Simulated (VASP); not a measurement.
# Sr (Fm-3m) in VASP: settings compared

The runs below take Sr through single point, with PBEsol, LDA.

All numbers are computed with VASP 6.6.1; they aren't measurements. Logs are shortened: lines on timing, memory, paths and dates and some standing lists are left out, and cuts for length are marked.

## Step 1: The cell of the first run

Symmetry: Fm-3m, No. 225, cubic system. Conventional cell: a = 6.085 Å, b = 6.085 Å, c = 6.085 Å, α = 90.00°, β = 90.00°, γ = 90.00°. Within 5.6 Å of Sr (site symmetry m-3m) lie 12 Sr at 4.30 Å.

## Step 2: Single point, PBEsol

File INCAR:

```
PREC = Accurate
ENCUT = 520
EDIFF = 1E-7
ISMEAR = -1
SIGMA = 0.05
LREAL = False
LASPH = True
NELM = 60
ALGO = Fast
ISIF = 2
LWAVE = False
LCHARG = False
GGA = PS
NBANDS = 11
```

File KPOINTS:

```
regular mesh
0
Gamma
  8 8 8
```

File POSCAR:

```
Sr
1.0
    0.0000000000      3.0423500000      3.0423500000
    3.0423500000      0.0000000000      3.0423500000
    3.0423500000      3.0423500000      0.0000000000
Sr
1
Direct
    0.0000000000      0.0000000000      0.0000000000
```

Potentials or basis: VASP PAW PBE potentials, release 64 (Sr_sv).

On the command line:

```sh
cat potpaw_PBE.64/Sr_sv/POTCAR > POTCAR
mpirun -np 1 vasp_std > vasp.out
```

OUTCAR:

```text
PREC = Accurate
   ENCUT = 520
   EDIFF = 1E-7
   ISMEAR = -1
   LREAL = False
   LASPH = True
   NELM = 60
   ISIF = 2
   GGA = PS

 ion  position               nearest neighbor table
   1  0.000  0.000  0.000-

  LATTYP: Found a face centered cubic cell.
 ALAT       =     6.0847000000

  Lattice vectors:

 A1 = (   0.0000000000,   3.0423500000,   3.0423500000)
 A2 = (   3.0423500000,   0.0000000000,   3.0423500000)
 A3 = (   3.0423500000,   3.0423500000,   0.0000000000)

Analysis of symmetry for initial positions (statically):
=====================================================================
 Subroutine PRICEL returns:
 Original cell was already a primitive cell.

 Routine SETGRP: Setting up the symmetry group for a
 face centered cubic supercell.

 Subroutine GETGRP returns: Found 48 space group operations
 (whereof 48 operations were pure point group operations)
 out of a pool of 48 trial point group operations.

The static configuration has the point symmetry O_h .

Analysis of symmetry for dynamics (positions and initial velocities):
=====================================================================
 Subroutine PRICEL returns:
 Original cell was already a primitive cell.

 Routine SETGRP: Setting up the symmetry group for a
 face centered cubic supercell.

 Subroutine GETGRP returns: Found 48 space group operations
 (whereof 48 operations were pure point group operations)
 out of a pool of 48 trial point group operations.

The dynamic configuration has the point symmetry O_h .

 Subroutine INISYM returns: Found 48 space group operations
 (whereof 48 operations are pure point group operations),
 and found     1 'primitive' translations

----------------------------------------------------------------------------------------

                                     Primitive cell

  volume of cell :      56.3193

  direct lattice vectors                    reciprocal lattice vectors
     0.000000000  3.042350000  3.042350000    -0.164346640  0.164346640  0.164346640
     3.042350000  0.000000000  3.042350000     0.164346640 -0.164346640  0.164346640
     3.042350000  3.042350000  0.000000000     0.164346640  0.164346640 -0.164346640

  length of vectors
     4.302532631  4.302532631  4.302532631     0.284656730  0.284656730  0.284656730

  position of ions in fractional coordinates (direct lattice)
     0.000000000  0.000000000  0.000000000

  ion indices of the primitive-cell ions
   primitive index   ion index
                 1           1

----------------------------------------------------------------------------------------

 KPOINTS: regular mesh

Automatic generation of k-mesh.
 Grid dimensions read from file:
 generate k-points for:    8    8    8

 Generating k-lattice:

  Cartesian coordinates                     Fractional coordinates (reciprocal lattice)
    -0.020543330  0.020543330  0.020543330     0.125000000  0.000000000  0.000000000
     0.020543330 -0.020543330  0.020543330     0.000000000  0.125000000  0.000000000
     0.020543330  0.020543330 -0.020543330     0.000000000  0.000000000  0.125000000

  Length of vectors
     0.035582091  0.035582091  0.035582091

  Shift w.r.t. Gamma in fractional coordinates (k-lattice)
     0.000000000  0.000000000  0.000000000

 Subroutine IBZKPT returns following result:
 ===========================================

 Found     29 irreducible k-points:

 Following reciprocal coordinates:
            Coordinates               Weight
  0.000000  0.000000  0.000000      1.000000
  0.125000  0.000000  0.000000      8.000000
  0.250000  0.000000  0.000000      8.000000
  0.375000  0.000000  0.000000      8.000000
  0.500000  0.000000  0.000000      4.000000
  0.125000  0.125000  0.000000      6.000000
[... 16 lines left out ...]
  0.500000  0.250000  0.125000     48.000000
 -0.375000  0.250000  0.125000     24.000000
 [... further k-points ...]
   k-points           NKPTS =     29   k-points in BZ     NKDIM =     29   number of bands    NBANDS=     11
   number of dos      NEDOS =    301   number of ions     NIONS =      1
   total plane-waves  NPLWV =  32768
   dimension x,y,z NGX =    32 NGY =   32 NGZ =   32
   dimension x,y,z NGXF=    64 NGYF=   64 NGZF=   64
   ions per type =               1
   NGX,Y,Z   is equivalent  to a cutoff of  12.36, 12.36, 12.36 a.u.
   NGXF,Y,Z  is equivalent  to a cutoff of  24.73, 24.73, 24.73 a.u.
 SYSTEM =  unknown system
   PREC   = accura    normal or accurate (medium, high low for compatibility)
   ISTART =      0    job   : 0-new  1-cont  2-samecut
   ICHARG =      2    charge: 1-file 2-atom 10-const
   ISPIN  =      1    spin polarized calculation?
   LNONCOLLINEAR =      F non collinear calculations
   LSORBIT =      F    spin-orbit coupling
   LASPH  =      T    aspherical Exc in radial PAW
   ENCUT  =  520.0 eV  38.22 Ry    6.18 a.u.   8.00  8.00  8.00*2*pi/ulx,y,z
   NELM   =     60;   NELMIN=  2; NELMDL= -5     # of ELM steps
   EDIFF  = 0.1E-06   stopping-criterion for ELM
   LREAL  =      F    real-space projection
   EDIFFG = 0.1E-05   stopping-criterion for IOM
   NSW    =      0    number of steps for IOM
   IBRION =     -1    ionic relax: 0-MD 1-quasi-New 2-CG
   NFREE  =      0    steps in history (QN), initial steepest desc. (CG)
   ISIF   =      2    stress and relaxation
   ISYM   =      2    0-nonsym 1-usesym 2-fastsym
   POTIM  = 0.5000    time-step for ionic-motion
   TEBEG  =    0.0;   TEEND  =   0.0 temperature during run
   PSTRESS=    0.0 pullay stress
   NELECT =      10.0000    total number of electrons
   NUPDOWN=      -1.0000    fix difference up-down
   EMIN   =  10.00;   EMAX   =-10.00  energy-range for DOS
   EFERMI =   0.00;   METHOD = LEGACY
   ISMEAR =    -1;   SIGMA  =   0.05  broadening in eV -4-tet -1-fermi 0-gaus
   EFERMI_NEDOS =   21; number of points for ismear=-14 and -15
   IALGO  =     68    algorithm
   IMIX   =      4    mixing-type and parameters
     AMIX     =   0.40;   BMIX     =  1.00
     AMIX_MAG =   1.60;   BMIX_MAG =  1.00
  volume/ion in A,a.u.               =      56.32       380.06
  Fermi-wavevector in a.u.,A,eV,Ry     =   0.920144  1.738819 11.519569  0.846664
  Thomas-Fermi vector in A             =   2.045416
   LORBIT       =      0    0 simple, 1 ext, 2 COOP (PROOUT), +10 PAW based schemes
   GGA     = PS    functional components
   LHFCALC =     F    Hartree Fock is set to
   AEXX    =    0.0000 exact exchange contribution
   IVDW    =     0    specifies the selected vdW correction
   LEPSILON=     F    determine dielectric tensor
   LRPA    =     F    only Hartree local field effects (RPA)
 non-spin polarized calculation
 RMM-DIIS sequential band-by-band and
  energy-cutoff  :      520.00
  volume of cell :       56.32
 maximum number of plane-waves:      1540
   NGX = 15   NGY = 15   NGZ = 15

 number of electron      10.0000000 magnetization

 Free energy of the ion-electron system (eV)
  ---------------------------------------------------
  ext. energy  EPLUGINS =         0.00000000
  ---------------------------------------------------
  free energy    TOTEN  =        -1.83584682 eV

  energy without entropy =       -1.82731846  energy(sigma->0) =       -1.83158264

 E-fermi :   1.3953     XC(G=0):  -7.3583

 val. band max:        1.3397675533   @ k =  -0.3750   0.3750   0.0000
 cond. band min:       1.4321214479   @ k =  -0.3750   0.2500   0.1250
 fundamental gap:      0.0923538946
 Fermi energy:         1.3953090842

 k-point     1 :       0.0000    0.0000    0.0000
  band No.  band energies     occupation
      1     -35.1710      2.00000
      2     -17.0758      2.00000
      3     -17.0758      2.00000
      4     -17.0758      2.00000
      5      -2.2052      2.00000
      6       3.7225      0.00000
      7       3.7225      0.00000
      8       3.7225      0.00000
      9       5.1583      0.00000
     10       5.1583      0.00000
     11       8.4597      0.00000

 k-point     2 :       0.1250    0.0000    0.0000
  band No.  band energies     occupation
      1     -35.1691      2.00000
      2     -17.1031      2.00000
      3     -17.0795      2.00000
      4     -17.0795      2.00000
      5      -1.9610      2.00000
      6       3.3672      0.00000
      7       3.8270      0.00000
      8       3.8270      0.00000
      9       5.0302      0.00000
     10       5.0302      0.00000
     11       9.0060      0.00000

 k-point     3 :       0.2500    0.0000    0.0000
  band No.  band energies     occupation
      1     -35.1647      2.00000
      2     -17.1681      2.00000
      3     -17.0885      2.00000
      4     -17.0885      2.00000
      5      -1.2807      2.00000
      6       2.6618      0.00000
      7       3.8723      0.00000
      8       3.8723      0.00000
      9       5.1102      0.00000
     10       5.1102      0.00000
     11       8.1072      0.00000

 k-point     4 :       0.3750    0.0000    0.0000
  band No.  band energies     occupation
      1     -35.1602      2.00000
      2     -17.2317      2.00000
      3     -17.0973      2.00000
      4     -17.0973      2.00000
      5      -0.3453      2.00000
      6       1.9431      0.00003
      7       3.6748      0.00000
      8       3.6748      0.00000
      9       5.7365      0.00000
     10       5.7365      0.00000
     11       7.2335      0.00000
[... 239 lines left out ...]
 k-point    22 :       0.3750    0.2500    0.1250
  band No.  band energies     occupation
      1     -35.1614      2.00000
      2     -17.1839      2.00000
      3     -17.1219      2.00000
      4     -17.0998      2.00000
      5      -0.7074      2.00000
      6       2.4341      0.00000
      7       3.2270      0.00000
      8       4.3524      0.00000
      9       4.5405      0.00000
     10       5.8895      0.00000
     11       8.3240      0.00000

 k-point    23 :       0.5000    0.2500    0.1250
  band No.  band energies     occupation
      1     -35.1578      2.00000
      2     -17.2182      2.00000
      3     -17.1421      2.00000
      4     -17.1104      2.00000
      5       0.2010      2.00000
      6       1.9898      0.00001
      7       2.7846      0.00000
      8       4.1476      0.00000
      9       5.2605      0.00000
     10       6.3945      0.00000
     11       7.0208      0.00000

 k-point    24 :      -0.3750    0.2500    0.1250
  band No.  band energies     occupation
      1     -35.1563      2.00000
      2     -17.2329      2.00000
      3     -17.1484      2.00000
      4     -17.1162      2.00000
      5       0.9509      1.99972
      6       1.4321      0.64765
      7       2.7441      0.00000
      8       4.0227      0.00000
      9       5.6395      0.00000
     10       6.4293      0.00000
     11       6.5273      0.00000

 [... further k-points ...]
[... 5 lines left out ...]
  --------------------------------------------------------------------------------------
  -------------------------------------------------------------------------------------
  Total       -0.3126654     -0.3126654     -0.3126654      0.0000000      0.0000000      0.0000000
  in kB       -8.8947313     -8.8947313     -8.8947313      0.0000000      0.0000000      0.0000000
  external PRESSURE =      -8.8947313 kB  Pullay stress =       0.0000000 kB

 VOLUME and BASIS-vectors are now :
 -----------------------------------------------------------------------------
  energy-cutoff  :      520.00
  volume of cell :       56.32
      direct lattice vectors                 reciprocal lattice vectors
     0.000000000  3.042350000  3.042350000    -0.164346640  0.164346640  0.164346640
     3.042350000  0.000000000  3.042350000     0.164346640 -0.164346640  0.164346640
     3.042350000  3.042350000  0.000000000     0.164346640  0.164346640 -0.164346640

 POSITION                                       TOTAL-FORCE (eV/Angst)
 -----------------------------------------------------------------------------------
      0.00000      0.00000      0.00000         0.000000      0.000000      0.000000
 -----------------------------------------------------------------------------------
    total drift:                                0.000000      0.000000     -0.000000

  FREE ENERGIE OF THE ION-ELECTRON SYSTEM (eV)
  ---------------------------------------------------
  free  energy   TOTEN  =        -1.8358468237 eV

  energy  without entropy=       -1.8273184632  energy(sigma->0) =       -1.83158264
```

Run time: 48 s. Hardware: 1 thread of AMD EPYC 7R43 (Zen 3), shared host; peak memory 0.14 GiB.

What came out:

| Property | Result |
| --- | --- |
| Free energy | -1.8358 eV |
| Pressure | -0.9 GPa |
| Band gap on the k mesh | zero (band 5 reaches 1.50 eV, above the bottom of band 6 at 1.43 eV) |

Caveat: the PAW data sets were made with another functional, which shifts forces and pressure a little.

## Step 3: Single point, LDA (volume scaled by 1.04)

File INCAR:

```
SYSTEM = Sr
PREC = Accurate
ENCUT = 520
EDIFF = 1E-6
ISMEAR = -1
SIGMA = 0.05
LREAL = .False.
LASPH = .True.
NELM = 100
ALGO = Fast
ISIF = 2
LWAVE = .False.
LCHARG = .False.
GGA = CA
NBANDS = 11
```

File KPOINTS:

```
Automatic mesh
0
Gamma
  8 8 8
  0 0 0
```

File POSCAR:

```
Sr
1.0
    0.0000000000      3.0823855122      3.0823855122
    3.0823855122      0.0000000000      3.0823855122
    3.0823855122      3.0823855122      0.0000000000
Sr
1
Direct
    0.0000000000      0.0000000000      0.0000000000
```

Potentials or basis: VASP PAW LDA potentials, release 64 (Sr_sv).

On the command line:

```sh
cat potpaw_LDA.64/Sr_sv/POTCAR > POTCAR
mpirun -np 1 vasp_std > vasp.out
```

It took 32 s on 1 thread of AMD EPYC 7R43 (Zen 3), shared host; peak memory 0.12 GiB.

The run converged. Its results:

```yaml
Free_energy: -1.8378 eV
Pressure: -1.9 GPa
Band_gap_on_the_k_mesh: zero (band 5 reaches 1.32 eV, above the bottom of band 6 at 1.24 eV)
```

Levels at points of the mesh, in eV from the Fermi level:
```
           k point  band 1  band 2  band 3  band 4  band 5  band 6  band 7  band 8  band 9  band 10
(0.00, 0.00, 0.00)  -36.58  -18.57  -18.57  -18.57   -3.55    2.18    2.18    2.18    3.53     3.53
(0.50, 0.00, 0.00)  -36.57  -18.73  -18.59  -18.59   -1.13    0.07    2.05    2.05    4.50     4.50
(0.50, 0.50, 0.00)  -36.56  -18.72  -18.63  -18.63   -0.59    0.35    0.98    4.50    4.77     4.78
```

## Step 4: Single point, LDA (volume scaled by 1.06)

File INCAR:

```
PREC = Accurate ; ENCUT = 520
EDIFF = 1E-6 ; ISMEAR = -1
SIGMA = 0.05 ; LREAL = F
LASPH = T ; NELM = 80
ALGO = Fast ; ISIF = 2
LWAVE = F ; LCHARG = F
NBANDS = 11
```

File KPOINTS:

```
Automatic mesh
0
Gamma
  8 8 8
```

File POSCAR:

```
Sr
1.0
    0.0000000000      3.1020190703      3.1020190703
    3.1020190703      0.0000000000      3.1020190703
    3.1020190703      3.1020190703      0.0000000000
Sr
1
Direct
    0.0000000000      0.0000000000      0.0000000000
```

On the command line:

```sh
cat potpaw_LDA.64/Sr_sv/POTCAR > POTCAR
mpirun -np 1 vasp_std > vasp.out
```

It took 58 s on 1 thread of AMD EPYC 7R43 (Zen 3), shared host; peak memory 0.13 GiB.

It converged, with:

```yaml
Free_energy: -1.8240 eV
Pressure: -2.0 GPa
Band_gap_on_the_k_mesh: zero (band 5 reaches 1.27 eV, above the bottom of band 6 at 1.18 eV)
```

Levels at points of the mesh, in eV from the Fermi level:
| k point | band 1 | band 2 | band 3 | band 4 | band 5 | band 6 | band 7 | band 8 | band 9 | band 10 |
| --- | --- | --- | --- | --- | --- | --- | --- | --- | --- | --- |
| (0.00, 0.00, 0.00) | -36.61 | -18.61 | -18.61 | -18.61 | -3.52 | 2.16 | 2.16 | 2.16 | 3.48 | 3.48 |
| (0.50, 0.00, 0.00) | -36.60 | -18.76 | -18.63 | -18.63 | -1.12 | 0.06 | 2.03 | 2.03 | 4.43 | 4.43 |
| (0.50, 0.50, 0.00) | -36.60 | -18.75 | -18.66 | -18.66 | -0.57 | 0.36 | 0.95 | 4.43 | 4.70 | 4.73 |

(Continued in part 2 of 2.)
